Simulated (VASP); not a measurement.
Set up this calculation in VASP 6.6.1, as the native input.

- Task: single point
- Functional: PBEsol
- Potentials or basis: VASP PAW PBE potentials, release 64 (Li_sv, Ta_sv_GW, O)
- Cutoff: 880 eV
- k mesh: 10 × 10 × 10
- Occupations: gaussian, width 0.05 eV
- Spin: no spin polarisation
- Dipole correction: no
- Further INCAR settings: ALGO = Normal; EDIFF = 1e-06; NBANDS = 33

The structure of Li3TaO4 lies in POSCAR:

```
Li3TaO4
1.0
   -2.0422644308      2.0422644308      4.2529592940
    2.0422644308     -2.0422644308      4.2529592940
    2.0422644308      2.0422644308     -4.2529592940
Li Ta O
3 1 4
Direct
    0.4847165243      0.4847165243      0.0000000000
    0.2487091630      0.7487091630      0.5000000000
    0.7487091630      0.2487091630      0.5000000000
    0.0003760405      0.0003760405      0.0000000000
    0.0001908664      0.5001908664      0.5000000000
    0.7758167083      0.7758167083      0.0000000000
    0.5001908664      0.0001908664      0.5000000000
    0.2272980529      0.2272980529      0.0000000000
```

This cell differs from its parent crystal: atoms displaced along a vibrational mode.

These files were run (other wordings do the same):

INCAR

```
SYSTEM = Li3TaO4
  PREC = Accurate
  ENCUT = 880
  EDIFF = 1E-6
  ISMEAR = 0
  SIGMA = 0.05
  LREAL = .FALSE.
  LASPH = .TRUE.
  NELM = 120
  ALGO = Normal
  ISIF = 2
  LWAVE = .FALSE.
  LCHARG = .FALSE.
  GGA = PS
  NBANDS = 33
  GGA_COMPAT = .FALSE.
```

KPOINTS

```
regular mesh
0
G
  10 10 10
  0 0 0
```

Potentials or basis: VASP PAW PBE potentials, release 64 (Li_sv, Ta_sv_GW, O).

Launch:

```bash
$ cat potpaw_PBE.64/Li_sv/POTCAR potpaw_PBE.64/Ta_sv_GW/POTCAR potpaw_PBE.64/O/POTCAR > POTCAR
$ mpirun -np 1 vasp_std > vasp.out
```

It gave:

| Quantity | Value |
| --- | --- |
| Pressure | 0.4 GPa |
| Largest force | 0.076 eV/Å |
| Band gap on the k mesh | 1.58 eV (least direct gap 1.64 eV) |

Caveat: the cell differs from its parent crystal (atoms displaced along a vibrational mode); the PAW data sets were made with another functional, which shifts forces and pressure a little; spin-orbit coupling is left out, which moves the levels of the heavy elements.

It took 14 min on 1 thread of Intel(R) Xeon(R) Platinum 8488C (Sapphire Rapids), on a shared host, peak memory 0.69 GiB.
